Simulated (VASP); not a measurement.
AlN, 8 atoms in the cell. It takes space group Pm (No. 6, monoclinic). The conventional cell has a = 3.276 Å, b = 4.101 Å, c = 5.674 Å, α = 90.00°, β = 90.00°, γ = 90.00°. Al (site symmetry m) has 1 N at 1.39 Å within 1.9 Å. Al (site symmetry m) has 5 N at 1.89 to 2.05 Å within 2.5 Å. Within 2.5 Å of Al (site symmetry m) lie 5 N at 1.89 to 2.05 Å and 2 Al at 2.48 Å. Al (site symmetry m) has 5 N at 1.89 to 2.05 Å within 2.5 Å. N (site symmetry m) has 5 Al at 1.89 to 2.14 Å within 2.5 Å. Within 2.5 Å of N (site symmetry m) lie 5 Al at 1.89 to 2.05 Å. N (site symmetry m) has 2 Al at 1.39 to 1.89 Å within 1.9 Å. N (site symmetry m) has 5 Al at 1.89 to 2.45 Å within 2.5 Å.  This cell differs from its parent crystal: atom 1 (Al) moved by +0.620 Å along [1 0 0] and +0.000 Å along [1 2 0].

```yaml
Program: VASP 6.6.1
Task: single point
Functional: LDA
Potentials_or_basis: VASP PAW LDA potentials, release 64 (Al, N)
Cutoff: 520 eV
k_mesh: 8 × 6 × 4
Occupations: gaussian, width 0.05 eV
Spin: no spin polarisation
Dipole_correction: no
Further_INCAR_settings: ALGO = Normal; EDIFF = 1e-06; NBANDS = 26
```

Potentials or basis: VASP PAW LDA potentials, release 64 (Al, N).

Run with:

```console
$ cat potpaw_LDA.64/Al/POTCAR potpaw_LDA.64/N/POTCAR > POTCAR
$ mpirun -np 1 vasp_std > vasp.out
```

Hardware: 1 thread of Intel(R) Xeon(R) 6975P-C (Granite Rapids) (shared host).

Task: Estimate the wall time of this run.

Result: It took 36 s on 1 thread of Intel(R) Xeon(R) 6975P-C (Granite Rapids) (shared host), peak memory 0.22 GiB. Counts: scf iterations 14, k points 72.
